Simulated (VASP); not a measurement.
# AlN (I4/mmm) in VASP: a series of runs

AlN is run at these levels: LDA; tasks: electric field gradients.

Everything below comes from runs of VASP 6.6.1. Logs are shortened: lines on timing, memory, paths and dates and some standing lists are left out, and cuts for length are marked.

### 1 The cell of the first run

The structure is tetragonal, space group I4/mmm (No. 139). The conventional cell has a = 2.797 Å, b = 2.797 Å, c = 3.837 Å, α = 90.00°, β = 90.00°, γ = 90.00°. Within 2.5 Å of Al (site symmetry 4/mmm) lie 6 N at 1.92 to 1.98 Å. Within 2.5 Å of N (site symmetry 4/mmm) lie 6 Al at 1.92 to 1.98 Å.

### 2 Electric field gradients, LDA (zz strain of -3 %)

INCAR reads:

```
SYSTEM = AlN
PREC     = Accurate       ! precision mode
ENCUT    = 520            ! plane-wave cutoff, eV
EDIFF    = 1E-8           ! SCF threshold, eV
ISMEAR   = -1             ! smearing method
SIGMA    = 0.02           ! smearing width, eV
LREAL    = .False.        ! projectors in reciprocal space
LASPH    = .True.         ! aspherical terms in the spheres
NELM     = 120            ! most SCF steps
ALGO     = Normal         ! electronic algorithm
ISIF     = 2              ! what is computed and relaxed
LWAVE    = .False.        ! write WAVECAR
LCHARG   = .False.        ! write CHGCAR
LEFG     = .True.       
NBANDS   = 11             ! bands
GGA_COMPAT= .False.
```

KPOINTS reads:

```
regular mesh
0
Gamma
  10 10 10
  0 0 0
```

POSCAR reads:

```
AlN
1.0
    0.0000000000      1.9780000000      1.9186600000
    1.9780000000      0.0000000000      1.9186600000
    1.9780000000      1.9780000000      0.0000000000
Al N
1 1
Direct
    0.0000000000      0.0000000000      0.0000000000
    0.5000000000      0.5000000000      0.5000000000
```

Potentials or basis: VASP PAW LDA potentials, release 64 (Al, N).

Run with:

```
> cat potpaw_LDA.64/Al/POTCAR potpaw_LDA.64/N/POTCAR > POTCAR
> mpirun -np 1 vasp_std > vasp.out
```

OUTCAR:

```text
SYSTEM = AlN
   PREC = Accurate
   ENCUT = 520
   EDIFF = 1E-8
   ISMEAR = -1
   LREAL = .False.
   LASPH = .True.
   NELM = 120
   ISIF = 2

 ion  position               nearest neighbor table
   1  0.000  0.000  0.000-   2 1.92   2 1.92   2 1.98   2 1.98   2 1.98   2 1.98
   2  0.500  0.500  0.500-   1 1.92   1 1.92   1 1.98   1 1.98   1 1.98   1 1.98

  LATTYP: Found a body centered tetragonal cell.
 ALAT       =     2.7973144264
 C/A-ratio  =     1.3717871555

  Lattice vectors:

 A1 = (   0.0000000000,  -1.9780000000,  -1.9186600000)
 A2 = (   0.0000000000,   1.9780000000,  -1.9186600000)
 A3 = (   1.9780000000,   0.0000000000,   1.9186600000)

Analysis of symmetry for initial positions (statically):
=====================================================================
 Subroutine PRICEL returns:
 Original cell was already a primitive cell.

 Routine SETGRP: Setting up the symmetry group for a
 body centered tetragonal supercell.

 Subroutine GETGRP returns: Found 16 space group operations
 (whereof 16 operations were pure point group operations)
 out of a pool of 16 trial point group operations.

The static configuration has the point symmetry D_4h.

Analysis of symmetry for dynamics (positions and initial velocities):
=====================================================================
 Subroutine PRICEL returns:
 Original cell was already a primitive cell.

 Routine SETGRP: Setting up the symmetry group for a
 body centered tetragonal supercell.

 Subroutine GETGRP returns: Found 16 space group operations
 (whereof 16 operations were pure point group operations)
 out of a pool of 16 trial point group operations.

The dynamic configuration has the point symmetry D_4h.

 Subroutine INISYM returns: Found 16 space group operations
 (whereof 16 operations are pure point group operations),
 and found     1 'primitive' translations

----------------------------------------------------------------------------------------

                                     Primitive cell

  volume of cell :      15.0135

  direct lattice vectors                    reciprocal lattice vectors
     0.000000000  1.978000000  1.918660000    -0.252780586  0.252780586  0.260598543
     1.978000000  0.000000000  1.918660000     0.252780586 -0.252780586  0.260598543
     1.978000000  1.978000000  0.000000000     0.252780586  0.252780586 -0.260598543

  length of vectors
     2.755674182  2.755674182  2.797314426     0.442388574  0.442388574  0.442388574

  position of ions in fractional coordinates (direct lattice)
     0.000000000  0.000000000  0.000000000
     0.500000000  0.500000000  0.500000000

  ion indices of the primitive-cell ions
   primitive index   ion index
                 1           1
                 2           2

----------------------------------------------------------------------------------------

 KPOINTS: regular mesh

Automatic generation of k-mesh.
 Grid dimensions read from file:
 generate k-points for:   10   10   10

 Generating k-lattice:

  Cartesian coordinates                     Fractional coordinates (reciprocal lattice)
    -0.025278059  0.025278059  0.026059854     0.100000000  0.000000000  0.000000000
     0.025278059 -0.025278059  0.026059854     0.000000000  0.100000000  0.000000000
     0.025278059  0.025278059 -0.026059854    -0.000000000 -0.000000000  0.100000000

  Length of vectors
     0.044238857  0.044238857  0.044238857

  Shift w.r.t. Gamma in fractional coordinates (k-lattice)
     0.000000000  0.000000000  0.000000000

 Subroutine IBZKPT returns following result:
 ===========================================

 Found    102 irreducible k-points:

 Following reciprocal coordinates:
            Coordinates               Weight
  0.000000  0.000000  0.000000      1.000000
  0.100000 -0.000000  0.000000      8.000000
  0.200000 -0.000000  0.000000      8.000000
  0.300000  0.000000  0.000000      8.000000
  0.400000  0.000000  0.000000      8.000000
  0.500000  0.000000  0.000000      4.000000
[... 16 lines left out ...]
  0.300000  0.300000  0.000000      2.000000
  0.400000  0.300000  0.000000      8.000000
 [... further k-points ...]
   k-points           NKPTS =    102   k-points in BZ     NKDIM =    102   number of bands    NBANDS=     11
   number of dos      NEDOS =    301   number of ions     NIONS =      2
   total plane-waves  NPLWV =   9600
   dimension x,y,z NGX =    20 NGY =   20 NGZ =   24
   dimension x,y,z NGXF=    40 NGYF=   40 NGZF=   48
   ions per type =               1   1
   NGX,Y,Z   is equivalent  to a cutoff of  12.07, 12.07, 14.26 a.u.
   NGXF,Y,Z  is equivalent  to a cutoff of  24.13, 24.13, 28.53 a.u.
 SYSTEM =  AlN
   PREC   = accura    normal or accurate (medium, high low for compatibility)
   ISTART =      0    job   : 0-new  1-cont  2-samecut
   ICHARG =      2    charge: 1-file 2-atom 10-const
   ISPIN  =      1    spin polarized calculation?
   LNONCOLLINEAR =      F non collinear calculations
   LSORBIT =      F    spin-orbit coupling
   LASPH  =      T    aspherical Exc in radial PAW
   ENCUT  =  520.0 eV  38.22 Ry    6.18 a.u.   5.12  5.12  5.20*2*pi/ulx,y,z
   NELM   =    120;   NELMIN=  2; NELMDL= -5     # of ELM steps
   EDIFF  = 0.1E-07   stopping-criterion for ELM
   LREAL  =      F    real-space projection
   EDIFFG = 0.1E-06   stopping-criterion for IOM
   NSW    =      0    number of steps for IOM
   IBRION =     -1    ionic relax: 0-MD 1-quasi-New 2-CG
   NFREE  =      0    steps in history (QN), initial steepest desc. (CG)
   ISIF   =      2    stress and relaxation
   ISYM   =      2    0-nonsym 1-usesym 2-fastsym
   POTIM  = 0.5000    time-step for ionic-motion
   TEBEG  =    0.0;   TEEND  =   0.0 temperature during run
   PSTRESS=    0.0 pullay stress
   NELECT =       8.0000    total number of electrons
   NUPDOWN=      -1.0000    fix difference up-down
   EMIN   =  10.00;   EMAX   =-10.00  energy-range for DOS
   EFERMI =   0.00;   METHOD = LEGACY
   ISMEAR =    -1;   SIGMA  =   0.02  broadening in eV -4-tet -1-fermi 0-gaus
   EFERMI_NEDOS =   21; number of points for ismear=-14 and -15
   IALGO  =     38    algorithm
   IMIX   =      4    mixing-type and parameters
     AMIX     =   0.40;   BMIX     =  1.00
     AMIX_MAG =   1.60;   BMIX_MAG =  1.00
  volume/ion in A,a.u.               =       7.51        50.66
  Fermi-wavevector in a.u.,A,eV,Ry     =   1.327225  2.508092 23.967027  1.761527
  Thomas-Fermi vector in A             =   2.456553
   LORBIT       =      0    0 simple, 1 ext, 2 COOP (PROOUT), +10 PAW based schemes
   GGA     = CA    functional components
   LHFCALC =     F    Hartree Fock is set to
   AEXX    =    0.0000 exact exchange contribution
   IVDW    =     0    specifies the selected vdW correction
   LEPSILON=     F    determine dielectric tensor
   LRPA    =     F    only Hartree local field effects (RPA)
 non-spin polarized calculation
  energy-cutoff  :      520.00
  volume of cell :       15.01
 maximum number of plane-waves:       423
   NGX = 11   NGY = 11   NGZ = 11

 number of electron       8.0000001 magnetization

 Free energy of the ion-electron system (eV)
  ---------------------------------------------------
  ext. energy  EPLUGINS =         0.00000000
  ---------------------------------------------------
  free energy    TOTEN  =       -16.13488733 eV

  energy without entropy =      -16.13488733  energy(sigma->0) =      -16.13488733

 E-fermi :  11.5799     XC(G=0): -13.0285

 val. band max:       11.0806930838   @ k =   0.0000   0.0000   0.0000
 cond. band min:      15.8053363852   @ k =   0.5000   0.5000   0.0000
 fundamental gap:      4.7246433014
 Fermi energy:        11.5799316642

 k-point     1 :       0.0000    0.0000    0.0000
  band No.  band energies     occupation
      1      -7.3070      2.00000
      2      10.8598      2.00000
      3      11.0807      2.00000
      4      11.0807      2.00000
      5      18.2119      0.00000
      6      23.1921      0.00000
      7      23.1921      0.00000
      8      23.6225      0.00000
      9      28.8129      0.00000
     10      28.8327      0.00000
     11      29.9236      0.00000
[... 309 lines left out ...]
 k-point    24 :       0.4000    0.3000    0.0000
  band No.  band energies     occupation
      1      -3.7930      2.00000
      2       4.8084      2.00000
      3       7.8530      2.00000
      4       8.3538      2.00000
      5      17.2072      0.00000
      6      18.3131      0.00000
      7      24.4479      0.00000
      8      27.3623      0.00000
      9      28.3167      0.00000
     10      33.5360      0.00000
     11      37.0907      0.00000

 [... further k-points ...]

------------------------ aborting loop because EDIFF is reached ----------------------------------------

  FORCE on cell =-STRESS in cart. coord.  units (eV):
  Direction    XX          YY          ZZ          XY          YZ          ZX
  --------------------------------------------------------------------------------------
  -------------------------------------------------------------------------------------
  Total        1.8239339      1.8239339      3.2252006      0.0000000      0.0000000     -0.0000000
  in kB      194.6431280    194.6431280    344.1808659      0.0000000      0.0000000     -0.0000000
  external PRESSURE =     244.4890406 kB  Pullay stress =       0.0000000 kB

 VOLUME and BASIS-vectors are now :
 -----------------------------------------------------------------------------
  energy-cutoff  :      520.00
  volume of cell :       15.01
      direct lattice vectors                 reciprocal lattice vectors
     0.000000000  1.978000000  1.918660000    -0.252780586  0.252780586  0.260598543
     1.978000000  0.000000000  1.918660000     0.252780586 -0.252780586  0.260598543
     1.978000000  1.978000000  0.000000000     0.252780586  0.252780586 -0.260598543

 POSITION                                       TOTAL-FORCE (eV/Angst)
 -----------------------------------------------------------------------------------
      0.00000      0.00000      0.00000         0.000000     -0.000000      0.000000
      1.97800      1.97800      1.91866        -0.000000      0.000000      0.000000
 -----------------------------------------------------------------------------------
    total drift:                                0.000000      0.000000      0.000000

  FREE ENERGIE OF THE ION-ELECTRON SYSTEM (eV)
  ---------------------------------------------------
  free  energy   TOTEN  =       -16.1348873295 eV

  energy  without entropy=      -16.1348873295  energy(sigma->0) =      -16.13488733

 Electric field gradients (V/A^2)
---------------------------------------------------------------------
 ion       V_xx      V_yy      V_zz      V_xy      V_xz      V_yz
---------------------------------------------------------------------
   1       6.857     6.857   -13.714     0.000    -0.000    -0.000
   2       2.301     2.301    -4.602     0.000     0.001     0.001
---------------------------------------------------------------------

 Electric field gradients after diagonalization (V/A^2)
 (convention: |V_zz| > |V_xx| > |V_yy|)
----------------------------------------------------------------------
 ion       V_xx      V_yy      V_zz     asymmetry (V_yy - V_xx)/ V_zz
----------------------------------------------------------------------
   1       6.857     6.857   -13.714       0.000
   2       2.301     2.301    -4.602       0.000
----------------------------------------------------------------------

           NMR quadrupolar parameters

 Cq : quadrupolar parameter    Cq=e*Q*V_zz/h
 eta: asymmetry parameters     (V_yy - V_xx)/ V_zz
 Q  : nuclear electric quadrupole moment in mb (millibarn)
----------------------------------------------------------------------
 ion       Cq(MHz)       eta       Q (mb)
----------------------------------------------------------------------
   1      -0.033       0.000       1.000
   2      -0.011       0.000       1.000
----------------------------------------------------------------------
```

Run time: 22 s. Hardware: 1 thread of AMD EPYC 7R13, shared host; peak memory 0.1 GiB.

What came out:

| Item | Value |
| --- | --- |
| Free energy | -16.1349 eV |
| Pressure | 24.4 GPa |
| Band gap on the k mesh | 4.72 eV (least direct gap 7.13 eV) |
| Largest electric field gradient by atom | Al -13.7; N -4.6 V/Å² |

Electric field gradients, principal values (V/Å²):
| atom | least | middle | greatest (by size) |
| --- | --- | --- | --- |
| 1 Al | 6.857 | 6.857 | -13.714 |
| 2 N | 2.301 | 2.301 | -4.602 |

Caveat: the cell differs from its parent crystal (zz strain of -3 %); the cell stands under pressure; without QUAD_EFG the Cq values of the log hold for a quadrupole moment of 1 mb, not for the nuclei.

### 3 Electric field gradients, LDA (zz strain of -3 %)

INCAR reads:

```
PREC     = Accurate       # precision mode
ENCUT    = 520            # plane-wave cutoff, eV
EDIFF    = 1E-8           # SCF threshold, eV
ISMEAR   = -1             # smearing method
SIGMA    = 0.02           # smearing width, eV
LREAL    = False          # projectors in reciprocal space
LASPH    = True           # aspherical terms in the spheres
NELM     = 120            # most SCF steps
ALGO     = Normal         # electronic algorithm
ISIF     = 2              # what is computed and relaxed
LWAVE    = False          # write WAVECAR
LCHARG   = False          # write CHGCAR
GGA      = CA             # functional
LEFG     = True         
NBANDS   = 11             # bands
GGA_COMPAT= False
```

KPOINTS reads:

```
Automatic mesh
0
Gamma
  10 10 10
```

POSCAR is that of step 2.

Potentials or basis: VASP PAW LDA potentials, release 64 (Al, N).

Run with:

```
> cat potpaw_LDA.64/Al/POTCAR potpaw_LDA.64/N/POTCAR > POTCAR
> mpirun -np 1 vasp_std > vasp.out
```

OUTCAR:

```text
PREC = Accurate
   ENCUT = 520
   EDIFF = 1E-8
   ISMEAR = -1
   LREAL = False
   LASPH = True
   NELM = 120
   ISIF = 2
   GGA = CA

 ion  position               nearest neighbor table
   1  0.000  0.000  0.000-   2 1.92   2 1.92   2 1.98   2 1.98   2 1.98   2 1.98
   2  0.500  0.500  0.500-   1 1.92   1 1.92   1 1.98   1 1.98   1 1.98   1 1.98

  LATTYP: Found a body centered tetragonal cell.
 ALAT       =     2.7973144264
 C/A-ratio  =     1.3717871555

  Lattice vectors:

 A1 = (   0.0000000000,  -1.9780000000,  -1.9186600000)
 A2 = (   0.0000000000,   1.9780000000,  -1.9186600000)
 A3 = (   1.9780000000,   0.0000000000,   1.9186600000)

Analysis of symmetry for initial positions (statically):
=====================================================================
 Subroutine PRICEL returns:
 Original cell was already a primitive cell.

 Routine SETGRP: Setting up the symmetry group for a
 body centered tetragonal supercell.

 Subroutine GETGRP returns: Found 16 space group operations
 (whereof 16 operations were pure point group operations)
 out of a pool of 16 trial point group operations.

The static configuration has the point symmetry D_4h.

Analysis of symmetry for dynamics (positions and initial velocities):
=====================================================================
 Subroutine PRICEL returns:
 Original cell was already a primitive cell.

 Routine SETGRP: Setting up the symmetry group for a
 body centered tetragonal supercell.

 Subroutine GETGRP returns: Found 16 space group operations
 (whereof 16 operations were pure point group operations)
 out of a pool of 16 trial point group operations.

[... 481 lines left out ...]
      4       8.3538      2.00000
      5      17.2072      0.00000
      6      18.3131      0.00000
      7      24.4479      0.00000
      8      27.3623      0.00000
      9      28.3167      0.00000
     10      33.5360      0.00000
     11      37.0907      0.00000

 [... further k-points ...]

------------------------ aborting loop because EDIFF is reached ----------------------------------------

  FORCE on cell =-STRESS in cart. coord.  units (eV):
  Direction    XX          YY          ZZ          XY          YZ          ZX
  --------------------------------------------------------------------------------------
  -------------------------------------------------------------------------------------
  Total        1.8239339      1.8239339      3.2252006      0.0000000      0.0000000     -0.0000000
  in kB      194.6431280    194.6431280    344.1808659      0.0000000      0.0000000     -0.0000000
  external PRESSURE =     244.4890406 kB  Pullay stress =       0.0000000 kB

 VOLUME and BASIS-vectors are now :
 -----------------------------------------------------------------------------
  energy-cutoff  :      520.00
  volume of cell :       15.01
      direct lattice vectors                 reciprocal lattice vectors
     0.000000000  1.978000000  1.918660000    -0.252780586  0.252780586  0.260598543
     1.978000000  0.000000000  1.918660000     0.252780586 -0.252780586  0.260598543
     1.978000000  1.978000000  0.000000000     0.252780586  0.252780586 -0.260598543

 POSITION                                       TOTAL-FORCE (eV/Angst)
 -----------------------------------------------------------------------------------
      0.00000      0.00000      0.00000         0.000000     -0.000000      0.000000
      1.97800      1.97800      1.91866        -0.000000      0.000000      0.000000
 -----------------------------------------------------------------------------------
    total drift:                                0.000000      0.000000      0.000000

  FREE ENERGIE OF THE ION-ELECTRON SYSTEM (eV)
  ---------------------------------------------------
  free  energy   TOTEN  =       -16.1348873295 eV

  energy  without entropy=      -16.1348873295  energy(sigma->0) =      -16.13488733

 Electric field gradients (V/A^2)
---------------------------------------------------------------------
 ion       V_xx      V_yy      V_zz      V_xy      V_xz      V_yz
---------------------------------------------------------------------
   1       6.857     6.857   -13.714     0.000    -0.000    -0.000
   2       2.301     2.301    -4.602     0.000     0.001     0.001
---------------------------------------------------------------------

 Electric field gradients after diagonalization (V/A^2)
 (convention: |V_zz| > |V_xx| > |V_yy|)
----------------------------------------------------------------------
 ion       V_xx      V_yy      V_zz     asymmetry (V_yy - V_xx)/ V_zz
----------------------------------------------------------------------
   1       6.857     6.857   -13.714       0.000
   2       2.301     2.301    -4.602       0.000
----------------------------------------------------------------------

           NMR quadrupolar parameters

 Cq : quadrupolar parameter    Cq=e*Q*V_zz/h
 eta: asymmetry parameters     (V_yy - V_xx)/ V_zz
 Q  : nuclear electric quadrupole moment in mb (millibarn)
----------------------------------------------------------------------
 ion       Cq(MHz)       eta       Q (mb)
----------------------------------------------------------------------
   1      -0.033       0.000       1.000
   2      -0.011       0.000       1.000
----------------------------------------------------------------------
```

Run time: 24 s. Hardware: 1 thread of AMD EPYC 7R13, shared host; peak memory 0.1 GiB.

What came out:

```
Free energy                             : -16.1349 eV
Pressure                                : 24.4 GPa
Band gap on the k mesh                  : 4.72 eV (least direct gap 7.13 eV)
Largest electric field gradient by atom : Al -13.7; N -4.6 V/Å²
```

Levels at points of the mesh, in eV from the valence-band top:
| k point | band 2 | band 3 | band 4 | band 5 | band 6 | band 7 |
| --- | --- | --- | --- | --- | --- | --- |
| (0.00, 0.00, 0.00) | -0.22 | 0.00 | 0.00 | 7.13 | 12.11 | 12.11 |
| (0.50, 0.00, 0.00) | -9.06 | -1.42 | -1.28 | 6.64 | 11.16 | 11.97 |
| (0.50, 0.50, 0.00) | -8.04 | -3.31 | -3.31 | 4.72 | 5.15 | 15.28 |
| (0.50, 0.00, 0.50) | -8.21 | -3.25 | -2.86 | 5.05 | 5.47 | 14.88 |

Electric field gradients, principal values (V/Å²):
```
atom  least  middle  greatest (by size)
1 Al  6.857   6.857             -13.714
 2 N  2.301   2.301              -4.602
```

Caveat: the cell differs from its parent crystal (zz strain of -3 %); the cell stands under pressure; without QUAD_EFG the Cq values of the log hold for a quadrupole moment of 1 mb, not for the nuclei. A k mesh can miss the band edges.

(Part 1 of 2 ends here.)
